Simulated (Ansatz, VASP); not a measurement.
## Two plane-wave programs on CaPtS3

INCAR

```
SYSTEM = CaPtS3
PREC = Accurate
ENCUT = 600
EDIFF = 1E-6
ISMEAR = 0
SIGMA = 0.1
LREAL = .FALSE.
LASPH = .TRUE.
NELM = 60
ALGO = Normal
ISIF = 3
LWAVE = .FALSE.
LCHARG = .FALSE.
GGA = PE
IBRION = 2
NSW = 90
EDIFFG = -0.04
```

Contents of KPOINTS:

```
Automatic mesh
0
G
  4 4 4
  0 0 0
```

The input POSCAR:

```
CaPtS3
1.0
    3.3121640100      1.9122787800      5.4087411800
   -3.3121640100      1.9122787800      5.4087411800
    0.0000000000     -3.8245575600      5.4087411800
Ca Pt S
2 2 6
Direct
    0.7500000000      0.7500000000      0.7500000000
    0.2500000000      0.2500000000      0.2500000000
    0.5000000000      0.5000000000      0.5000000000
    0.0000000000      0.0000000000      0.0000000000
    0.8314005200      0.2500000000      0.6685994800
    0.6685994800      0.8314005200      0.2500000000
    0.2500000000      0.6685994800      0.8314005200
    0.1685994800      0.7500000000      0.3314005200
    0.3314005200      0.1685994800      0.7500000000
    0.7500000000      0.3314005200      0.1685994800
```

Input for Ansatz:

```yaml
crystal:
  lattice:
    - [3.31216401, 1.91227878, 5.40874118]
    - [-3.31216401, 1.91227878, 5.40874118]
    - [0.0, -3.82455756, 5.40874118]
  atoms:
    - { symbol: Ca, position: [0.75, 0.75, 0.75] }
    - { symbol: Ca, position: [0.25, 0.25, 0.25] }
    - { symbol: Pt, position: [0.5, 0.5, 0.5] }
    - { symbol: Pt, position: [0.0, 0.0, 0.0] }
    - { symbol: S, position: [0.83140052, 0.25, 0.66859948] }
    - { symbol: S, position: [0.66859948, 0.83140052, 0.25] }
    - { symbol: S, position: [0.25, 0.66859948, 0.83140052] }
    - { symbol: S, position: [0.16859948, 0.75, 0.33140052] }
    - { symbol: S, position: [0.33140052, 0.16859948, 0.75] }
    - { symbol: S, position: [0.75, 0.33140052, 0.16859948] }
basis:
  ecutwfc: 420
kpoints:
  mp_grid: { grid: [4, 4, 4] }
hamiltonian:
  xc: pbe
scf:
  occupations: { method: gaussian, width: 0.1 }
  lower_state_search: "off"
output:
  forces: true
  stress: true
  eigenvalues: true
relax:
  adjacent_minimum: "off"
  f_tol: 0.04
  max_steps: 70
  cell: { stress_tol: 0.4 }
```

Alike in both runs: task relaxation of cell and atoms; functional PBE; k mesh 4 × 4 × 4; occupations gaussian, width 0.1 eV; no spin polarisation.

```csv
,VASP,Ansatz
version,VASP 6.6.1,Ansatz 0.2.0
potentials or method,"VASP PAW PBE potentials, release 64 (Ca_sv, Pt, S), cutoff 600 eV","scalar-relativistic, plane waves, PAW"
valence electrons in the cell,76,92
```

```csv
,VASP,Ansatz,Ansatz less VASP
"gap on the k mesh at the Fermi level, each at its own relaxed structure (eV)",none,none,-
relaxed volume (Å³/atom),19.49,19.58,+0.095
relaxed length of the cell vector where the two differ most in proportion (Å),6.100,6.138,+0.0380
```

A gap of «none» marks a metal or a gap that the smearing closes. VASP's potentials hold 76 valence electrons a cell and Ansatz's 92, so a difference there can come from the potentials and not from the codes.

Neither program's run includes spin-orbit coupling.
